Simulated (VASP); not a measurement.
# CuI (I-4m2) in VASP: notebook

Runs on CuI. Level: r2SCAN. Tasks: single point.

Program: VASP 6.6.1. These are calculated values, not measurements. Logs are shortened: lines on timing, memory, paths and dates and some standing lists are left out, and cuts for length are marked.

## Step 1: The cell of the first run

Symmetry: I-4m2, No. 119, tetragonal system. Conventional cell: a = 4.812 Å, b = 4.812 Å, c = 4.812 Å, α = 90.00°, β = 90.00°, γ = 90.00°. Cu (site symmetry -4m2) has 4 I at 2.69 Å within 3.5 Å. I (site symmetry -4m2) has 4 Cu at 2.69 Å within 3.5 Å.

## Step 2: Single point, r2SCAN

Input file POSCAR:

```
CuI
1.0
    0.0000000000      3.4029150011      2.4058609058
    3.4029150011      0.0000000000      2.4058609058
    3.4029150011      3.4029150011      0.0000000000
Cu I
1 1
Direct
    0.7500000000      0.7500000000      0.7500000000
    0.0000000000      0.0000000000      0.0000000000
```

Input file INCAR.step1:

```
PREC = Accurate
ENCUT = 520
ISMEAR = 0
SIGMA = 0.05
LREAL = F
LASPH = T
NELM = 80
NBANDS = 16
GGA = PE
ALGO = Normal
EDIFF = 1E-4
LWAVE = T
LCHARG = F
```

Input file INCAR.step2:

```
PREC = Accurate
ENCUT = 520
EDIFF = 1E-6
ISMEAR = 0
SIGMA = 0.05
LREAL = F
LASPH = T
NELM = 80
ALGO = Normal
ISIF = 2
LWAVE = F
LCHARG = F
METAGGA = R2SCAN
LMIXTAU = T
NBANDS = 16
ISTART = 1
```

Input file KPOINTS:

```
Automatic mesh
0
Gamma
  8 8 8
```

Potentials or basis: VASP PAW PBE potentials, release 64 (Cu, I).

Launch:

```console
$ cat potpaw_PBE.64/Cu/POTCAR potpaw_PBE.64/I/POTCAR > POTCAR
$ cp INCAR.step1 INCAR
$ mpirun -np 1 vasp_std > vasp.out
$ cp INCAR.step2 INCAR
$ mpirun -np 1 vasp_std > vasp.out
```

OUTCAR:

```text
PREC = Accurate
   ENCUT = 520
   EDIFF = 1E-6
   ISMEAR = 0
   LREAL = F
   LASPH = T
   NELM = 80
   ISIF = 2
   METAGGA = R2SCAN
   ISTART = 1

 ion  position               nearest neighbor table
   1  0.750  0.750  0.750-   2 2.69   2 2.69   2 2.69   2 2.69
   2  0.000  0.000  0.000-   1 2.69   1 2.69   1 2.69   1 2.69

  LATTYP: Found a body centered tetragonal cell.
 ALAT       =     4.8124485462
 C/A-ratio  =     0.9998489886

  Lattice vectors:

 A1 = (   0.0000000000,  -3.4029150011,  -2.4058609058)
 A2 = (   0.0000000000,   3.4029150011,  -2.4058609058)
 A3 = (   3.4029150011,   0.0000000000,   2.4058609058)

Analysis of symmetry for initial positions (statically):
=====================================================================
 Subroutine PRICEL returns:
 Original cell was already a primitive cell.

 Routine SETGRP: Setting up the symmetry group for a
 body centered tetragonal supercell.

 Subroutine GETGRP returns: Found  8 space group operations
 (whereof  8 operations were pure point group operations)
 out of a pool of 16 trial point group operations.

The static configuration has the point symmetry D_2d.

Analysis of symmetry for dynamics (positions and initial velocities):
=====================================================================
 Subroutine PRICEL returns:
 Original cell was already a primitive cell.

 Routine SETGRP: Setting up the symmetry group for a
 body centered tetragonal supercell.

 Subroutine GETGRP returns: Found  8 space group operations
 (whereof  8 operations were pure point group operations)
 out of a pool of 16 trial point group operations.

The dynamic configuration has the point symmetry D_2d.

 Subroutine INISYM returns: Found  8 space group operations
 (whereof  8 operations are pure point group operations),
 and found     1 'primitive' translations

----------------------------------------------------------------------------------------

                                     Primitive cell

  volume of cell :      55.7189

  direct lattice vectors                    reciprocal lattice vectors
     0.000000000  3.402915001  2.405860906    -0.146932850  0.146932850  0.207825814
     3.402915001  0.000000000  2.405860906     0.146932850 -0.146932850  0.207825814
     3.402915001  3.402915001  0.000000000     0.146932850  0.146932850 -0.207825814

  length of vectors
     4.167492916  4.167492916  4.812448546     0.293887893  0.293887893  0.293887893

  position of ions in fractional coordinates (direct lattice)
     0.750000000  0.750000000  0.750000000
     0.000000000  0.000000000  0.000000000

  ion indices of the primitive-cell ions
   primitive index   ion index
                 1           1
                 2           2

----------------------------------------------------------------------------------------

 KPOINTS: Automatic mesh

Automatic generation of k-mesh.
 Grid dimensions read from file:
 generate k-points for:    8    8    8

 Generating k-lattice:

  Cartesian coordinates                     Fractional coordinates (reciprocal lattice)
    -0.018366606  0.018366606  0.025978227     0.125000000  0.000000000  0.000000000
     0.018366606 -0.018366606  0.025978227     0.000000000  0.125000000  0.000000000
     0.018366606  0.018366606 -0.025978227    -0.000000000 -0.000000000  0.125000000

  Length of vectors
     0.036735987  0.036735987  0.036735987

  Shift w.r.t. Gamma in fractional coordinates (k-lattice)
     0.000000000  0.000000000  0.000000000

 Subroutine IBZKPT returns following result:
 ===========================================

 Found     59 irreducible k-points:

 Following reciprocal coordinates:
            Coordinates               Weight
  0.000000  0.000000  0.000000      1.000000
  0.125000  0.000000  0.000000      8.000000
  0.250000  0.000000  0.000000      8.000000
  0.375000  0.000000  0.000000      8.000000
  0.500000  0.000000  0.000000      4.000000
  0.125000  0.125000  0.000000      2.000000
[... 16 lines left out ...]
  0.250000  0.000000  0.125000     16.000000
  0.375000  0.000000  0.125000     16.000000
 [... further k-points ...]
   k-points           NKPTS =     59   k-points in BZ     NKDIM =     59   number of bands    NBANDS=     16
   number of dos      NEDOS =    301   number of ions     NIONS =      2
   total plane-waves  NPLWV =  36864
   dimension x,y,z NGX =    32 NGY =   32 NGZ =   36
   dimension x,y,z NGXF=    64 NGYF=   64 NGZF=   72
   ions per type =               1   1
   NGX,Y,Z   is equivalent  to a cutoff of  12.77, 12.77, 12.44 a.u.
   NGXF,Y,Z  is equivalent  to a cutoff of  25.53, 25.53, 24.87 a.u.
 SYSTEM =  unknown system
   PREC   = accura    normal or accurate (medium, high low for compatibility)
   ISTART =      1    job   : 0-new  1-cont  2-samecut
   ICHARG =      0    charge: 1-file 2-atom 10-const
   ISPIN  =      1    spin polarized calculation?
   LNONCOLLINEAR =      F non collinear calculations
[... 27 lines left out ...]
  Thomas-Fermi vector in A             =   2.259971
   LORBIT       =      0    0 simple, 1 ext, 2 COOP (PROOUT), +10 PAW based schemes
   METAGGA = R2SCAN    functional components
   LHFCALC =     F    Hartree Fock is set to
   AEXX    =    0.0000 exact exchange contribution
   IVDW    =     0    specifies the selected vdW correction
   LEPSILON=     F    determine dielectric tensor
   LRPA    =     F    only Hartree local field effects (RPA)
 non-spin polarized calculation
 Gauss-broadening in eV      SIGMA  =   0.05
  energy-cutoff  :      520.00
  volume of cell :       55.72
 maximum number of plane-waves:      1512
   NGX = 15   NGY = 15   NGZ = 17

 number of electron      17.9999990 magnetization

 Free energy of the ion-electron system (eV)
  ---------------------------------------------------
  ext. energy  EPLUGINS =         0.00000000
  ---------------------------------------------------
  free energy    TOTEN  =       -35.61368561 eV

  energy without entropy =      -35.61368561  energy(sigma->0) =      -35.61368561

 E-fermi :   4.3657     XC(G=0):  -9.4974

 val. band max:        4.1206652202   @ k =   0.0000   0.0000   0.0000
 cond. band min:       5.6059605225   @ k =   0.0000   0.0000   0.0000
 fundamental gap:      1.4852953023
 Fermi energy:         4.3657163486

 k-point     1 :       0.0000    0.0000    0.0000
  band No.  band energies     occupation
      1     -10.1085      2.00000
      2       0.7574      2.00000
      3       0.7575      2.00000
      4       1.0002      2.00000
      5       2.4217      2.00000
      6       2.5810      2.00000
[... 8 lines left out ...]
     15      12.8664      0.00000
     16      14.1482      0.00000

 k-point     2 :       0.1250    0.0000    0.0000
  band No.  band energies     occupation
      1     -10.0280      2.00000
      2       0.4621      2.00000
      3       0.6857      2.00000
      4       0.9665      2.00000
      5       2.4352      2.00000
      6       2.5793      2.00000
[... 8 lines left out ...]
     15      12.7951      0.00000
     16      14.5110      0.00000

 k-point     3 :       0.2500    0.0000    0.0000
  band No.  band energies     occupation
      1      -9.8216      2.00000
      2      -0.3117      2.00000
      3       0.5147      2.00000
      4       0.9864      2.00000
      5       2.4853      2.00000
      6       2.5758      2.00000
[... 8 lines left out ...]
     15      13.2475      0.00000
     16      15.8104      0.00000

 k-point     4 :       0.3750    0.0000    0.0000
  band No.  band energies     occupation
      1      -9.5951      2.00000
      2      -1.0355      2.00000
      3       0.3481      2.00000
      4       0.9930      2.00000
      5       2.5675      2.00000
      6       2.5704      2.00000
[... 8 lines left out ...]
     15      15.1855      0.00000
     16      15.3319      0.00000
[... 324 lines left out ...]
 k-point    22 :       0.1250    0.0000    0.1250
  band No.  band energies     occupation
      1     -10.0242      2.00000
      2       0.3531      2.00000
      3       0.7270      2.00000
      4       1.0652      2.00000
      5       2.4235      2.00000
      6       2.5690      2.00000
[... 8 lines left out ...]
     15      12.7363      0.00000
     16      14.4419      0.00000

 k-point    23 :       0.2500    0.0000    0.1250
  band No.  band energies     occupation
      1      -9.8770      2.00000
      2      -0.1789      2.00000
      3       0.6229      2.00000
      4       1.0633      2.00000
      5       2.4398      2.00000
      6       2.5627      2.00000
[... 8 lines left out ...]
     15      13.0392      0.00000
     16      14.9484      0.00000

 k-point    24 :       0.3750    0.0000    0.1250
  band No.  band energies     occupation
      1      -9.6568      2.00000
      2      -0.7984      2.00000
      3       0.3742      2.00000
      4       1.0061      2.00000
      5       2.4880      2.00000
      6       2.5585      2.00000
[... 8 lines left out ...]
     15      14.1797      0.00000
     16      15.4052      0.00000

 [... further k-points ...]

------------------------ aborting loop because EDIFF is reached ----------------------------------------

  FORCE on cell =-STRESS in cart. coord.  units (eV):
  Direction    XX          YY          ZZ          XY          YZ          ZX
  --------------------------------------------------------------------------------------
  -------------------------------------------------------------------------------------
  Total       -1.1758034     -1.1758034      0.1461450      0.0000000      0.0000000     -0.0000000
  in kB      -33.8097987    -33.8097987      4.2023452      0.0000000      0.0000000     -0.0000000
  external PRESSURE =     -21.1390841 kB  Pullay stress =       0.0000000 kB

 VOLUME and BASIS-vectors are now :
 -----------------------------------------------------------------------------
  energy-cutoff  :      520.00
  volume of cell :       55.72
      direct lattice vectors                 reciprocal lattice vectors
     0.000000000  3.402915001  2.405860906    -0.146932850  0.146932850  0.207825814
     3.402915001  0.000000000  2.405860906     0.146932850 -0.146932850  0.207825814
     3.402915001  3.402915001  0.000000000     0.146932850  0.146932850 -0.207825814

 POSITION                                       TOTAL-FORCE (eV/Angst)
 -----------------------------------------------------------------------------------
      5.10437      5.10437      3.60879        -0.000000     -0.000000      0.000000
      0.00000      0.00000      0.00000         0.000000      0.000000     -0.000000
 -----------------------------------------------------------------------------------
    total drift:                                0.000317      0.000317      0.000032

  FREE ENERGIE OF THE ION-ELECTRON SYSTEM (eV)
  ---------------------------------------------------
  free  energy   TOTEN  =       -35.6136856122 eV

  energy  without entropy=      -35.6136856122  energy(sigma->0) =      -35.61368561
```

It took 1.7 min on 1 thread of Intel Xeon Platinum 8559C (Emerald Rapids), shared host; peak memory 0.22 GiB.

Results:

```yaml
Free_energy: -35.6137 eV
Pressure: -2.1 GPa
Band_gap_on_the_k_mesh: 1.49 eV, direct
```

Caveat: the PAW data sets were made with another functional, which shifts forces and pressure a little; spin-orbit coupling is left out, which moves the levels of the heavy elements.

## Step 3: Single point, r2SCAN

This run uses another cell than the first one, of the same volume but with other edges.

Input file POSCAR:

```
CuI
1.0
    0.0000000000      2.7008954262      3.8190661327
    2.7008954262      0.0000000000      3.8190661327
    2.7008954262      2.7008954262      0.0000000000
Cu I
1 1
Direct
    0.7500000000      0.7500000000      0.7500000000
    0.0000000000      0.0000000000      0.0000000000
```

Input file INCAR.step1:

```
  ALGO = Normal
  EDIFF = 1E-4
  ENCUT = 520
  GGA = PE
  ISMEAR = 0
  LASPH = T
  LCHARG = F
  LREAL = F
  LWAVE = T
  NBANDS = 16
  NELM = 60
  PREC = Accurate
  SIGMA = 0.05
```

Input file INCAR.step2:

```
  ALGO = Normal
  EDIFF = 1E-6
  ENCUT = 520
  ISIF = 2
  ISMEAR = 0
  ISTART = 1
  LASPH = T
  LCHARG = T
  LELF = T
  LMIXTAU = T
  LREAL = F
  LVHAR = T
  LWAVE = F
  METAGGA = R2SCAN
  NBANDS = 16
  NELM = 60
  PREC = Accurate
  SIGMA = 0.05
```

Input file KPOINTS:

```
k-points
0
Gamma
  8 8 8
```

Potentials or basis: VASP PAW PBE potentials, release 64 (Cu, I).

Launch:

```console
$ cat potpaw_PBE.64/Cu/POTCAR potpaw_PBE.64/I/POTCAR > POTCAR
$ cp INCAR.step1 INCAR
$ mpirun -np 1 vasp_std > vasp.out
$ cp INCAR.step2 INCAR
$ mpirun -np 1 vasp_std > vasp.out
```

Run time: 96 s. Hardware: 1 thread of Intel Xeon Platinum 8559C (Emerald Rapids), shared host; peak memory 0.22 GiB.

The run converged. Its results:

```
Free energy            : -35.4320 eV
Pressure               : -1.2 GPa
Band gap on the k mesh : 0.99 eV, direct
```

Stress tensor (GPa, compression positive):
```
 2.26  0.00  0.00
 0.00  2.26  0.00
 0.00  0.00 -8.07
```

Levels at points of the mesh, in eV from the valence-band top:
```
           k point  band 5  band 6  band 7  band 8  band 9  band 10  band 11  band 12  band 13  band 14
(0.00, 0.00, 0.00)   -2.00   -1.69   -1.01    0.00    0.00     0.99     5.58     6.09     6.09     6.78
(0.50, 0.00, 0.00)   -1.89   -1.78   -1.58   -1.04   -0.42     1.57     6.08     7.42     7.50     9.31
(0.50, 0.50, 0.00)   -2.01   -1.92   -1.67   -1.42   -1.42     4.30     4.77     7.43    10.41    10.41
(0.50, 0.00, 0.50)   -1.91   -1.76   -1.59   -1.38   -1.17     2.57     2.59     7.58     7.86     8.62
```

Caveat: the PAW data sets were made with another functional, which shifts forces and pressure a little; spin-orbit coupling is left out, which moves the levels of the heavy elements.

## Step 4: Single point, r2SCAN

This run uses another cell than the first one, of the same volume but with other edges.

Input file POSCAR:

```
CuI
1.0
    0.0000000000      3.2002550925      2.7202168286
    3.2002550925      0.0000000000      2.7202168286
    3.2002550925      3.2002550925      0.0000000000
Cu I
1 1
Direct
    0.7500000000      0.7500000000      0.7500000000
    0.0000000000      0.0000000000      0.0000000000
```

Input file INCAR.step1:

```
ALGO     = Normal         # electronic algorithm
EDIFF    = 1E-4           # SCF threshold, eV
ENCUT    = 520            # plane-wave cutoff, eV
GGA      = PE             # functional
ISMEAR   = 0              # smearing method
LASPH    = True           # aspherical terms in the spheres
LCHARG   = False          # write CHGCAR
LREAL    = False          # projectors in reciprocal space
LWAVE    = True           # write WAVECAR
NBANDS   = 16             # bands
NELM     = 60             # most SCF steps
PREC     = Accurate       # precision mode
SIGMA    = 0.05           # smearing width, eV
```

Input file INCAR.step2:

```
ALGO     = Normal         # electronic algorithm
EDIFF    = 1E-6           # SCF threshold, eV
ENCUT    = 520            # plane-wave cutoff, eV
ISIF     = 2              # what is computed and relaxed
ISMEAR   = 0              # smearing method
ISTART   = 1            
LASPH    = True           # aspherical terms in the spheres
LCHARG   = True           # write CHGCAR
LELF     = True           # ELF
LMIXTAU  = True         
LREAL    = False          # projectors in reciprocal space
LVHAR    = True         
LWAVE    = False          # write WAVECAR
METAGGA  = R2SCAN         # meta-GGA
NBANDS   = 16             # bands
NELM     = 60             # most SCF steps
PREC     = Accurate       # precision mode
SIGMA    = 0.05           # smearing width, eV
```

KPOINTS is that of step 3.

Launch:

```console
$ cat potpaw_PBE.64/Cu/POTCAR potpaw_PBE.64/I/POTCAR > POTCAR
$ cp INCAR.step1 INCAR
$ mpirun -np 1 vasp_std > vasp.out
$ cp INCAR.step2 INCAR
$ mpirun -np 1 vasp_std > vasp.out
```

Run time: 1.7 min. Hardware: 1 thread of Intel Xeon Platinum 8559C (Emerald Rapids), shared host; peak memory 0.23 GiB.

Results (log left out):

| Quantity | Value |
| --- | --- |
| Free energy | -35.7455 eV |
| Pressure | -1.1 GPa |
| Band gap on the k mesh | 1.52 eV, direct |

Stress tensor (GPa, compression positive):
```
-1.90  0.00  0.00
 0.00 -1.90  0.00
 0.00  0.00  0.39
```

Levels at points of the mesh, in eV from the valence-band top:
```csv
k point,band 5,band 6,band 7,band 8,band 9,band 10,band 11,band 12,band 13,band 14
"(0.00, 0.00, 0.00)",-1.90,-1.80,-0.17,-0.17,0.00,1.52,5.31,5.31,5.50,8.69
"(0.50, 0.00, 0.00)",-1.83,-1.79,-1.76,-0.87,-0.64,2.30,5.19,6.63,7.90,9.33
"(0.50, 0.50, 0.00)",-1.75,-1.74,-1.66,-1.53,-1.53,2.33,2.56,10.24,10.24,10.49
"(0.50, 0.00, 0.50)",-1.92,-1.86,-1.69,-1.63,-1.29,3.18,3.66,9.04,9.31,9.91
```

Caveat: the PAW data sets were made with another functional, which shifts forces and pressure a little; spin-orbit coupling is left out, which moves the levels of the heavy elements.

## Step 5: Single point, r2SCAN

This run uses another cell than the first one, of the same volume but with other edges.

Input file POSCAR:

```
CuI
1.0
    0.0000000000      2.8527507216      3.4233008659
    2.8527507216      0.0000000000      3.4233008659
    2.8527507216      2.8527507216      0.0000000000
Cu I
1 1
Direct
    0.7500000000      0.7500000000      0.7500000000
    0.0000000000      0.0000000000      0.0000000000
```

Input file INCAR.step1:

```
SYSTEM = CuI
ALGO = Normal
EDIFF = 1E-4
ENCUT = 520
GGA = PE
ISMEAR = 0
LASPH = .True.
LCHARG = .False.
LREAL = .False.
LWAVE = .True.
NBANDS = 16
NELM = 60
PREC = Accurate
SIGMA = 0.05
```

Input file INCAR.step2:

```
SYSTEM = CuI
ALGO = Normal
EDIFF = 1E-6
ENCUT = 520
ISIF = 2
ISMEAR = 0
ISTART = 1
LASPH = .True.
LCHARG = .False.
LMIXTAU = .True.
LREAL = .False.
LWAVE = .False.
METAGGA = R2SCAN
NBANDS = 16
NELM = 60
PREC = Accurate
SIGMA = 0.05
```

Input file KPOINTS:

```
k-points
0
Gamma
  8 8 8
  0 0 0
```

Launch:

```console
$ cat potpaw_PBE.64/Cu/POTCAR potpaw_PBE.64/I/POTCAR > POTCAR
$ cp INCAR.step1 INCAR
$ mpirun -np 1 vasp_std > vasp.out
$ cp INCAR.step2 INCAR
$ mpirun -np 1 vasp_std > vasp.out
```

Run time: 2.1 min. Hardware: 1 thread of Intel Xeon Platinum 8559C (Emerald Rapids), shared host; peak memory 0.23 GiB.

The run converged. Its results:

```
Free energy            : -35.7070 eV
Pressure               : -1.1 GPa
Band gap on the k mesh : 1.44 eV, direct
```

Stress tensor (GPa, compression positive):
```
 0.39  0.00  0.00
 0.00  0.39  0.00
 0.00  0.00 -4.03
```

Levels at points of the mesh, in eV from the valence-band top:
```
           k point  band 5  band 6  band 7  band 8  band 9  band 10  band 11  band 12  band 13  band 14
(0.00, 0.00, 0.00)   -1.95   -1.78   -0.45    0.00    0.00     1.44     5.23     5.49     5.49     7.93
(0.50, 0.00, 0.00)   -1.87   -1.84   -1.73   -0.91   -0.61     2.17     5.56     6.48     7.80     9.35
(0.50, 0.50, 0.00)   -2.00   -1.90   -1.75   -1.51   -1.51     3.54     4.04     8.54    10.42    10.42
(0.50, 0.00, 0.50)   -1.87   -1.83   -1.63   -1.59   -1.36     2.67     2.77     8.93     9.37     9.66
```

Caveat: the PAW data sets were made with another functional, which shifts forces and pressure a little; spin-orbit coupling is left out, which moves the levels of the heavy elements.

## Step 6: Summary

```csv
cell,gap on the mesh (eV),pressure (GPa)
"a = 4.167, b = 4.167, c = 4.812 Å, angles 54.7, 54.7, 70.5°, 2 atoms",1.49,-2.1
"a = 4.678, b = 4.678, c = 3.820 Å, angles 65.9, 65.9, 48.2°, 2 atoms",0.99,-1.2
"a = 4.200, b = 4.200, c = 4.526 Å, angles 57.4, 57.4, 65.2°, 2 atoms",1.52,-1.1
"a = 4.456, b = 4.456, c = 4.034 Å, angles 63.1, 63.1, 53.8°, 2 atoms",1.44,-1.1
```

Alike in all rows: task single point; level r2SCAN; potentials or basis VASP PAW PBE potentials, release 64 (Cu, I); no spin polarisation; k mesh 8 × 8 × 8; cutoff (eV) 520; smearing gaussian 0.05 eV.

Caveats: the PAW data sets were made with another functional, which shifts forces and pressure a little; spin-orbit coupling is left out, which moves the levels of the heavy elements.

Total energies depend on the potentials used, so only differences within one code and one set of settings carry meaning.
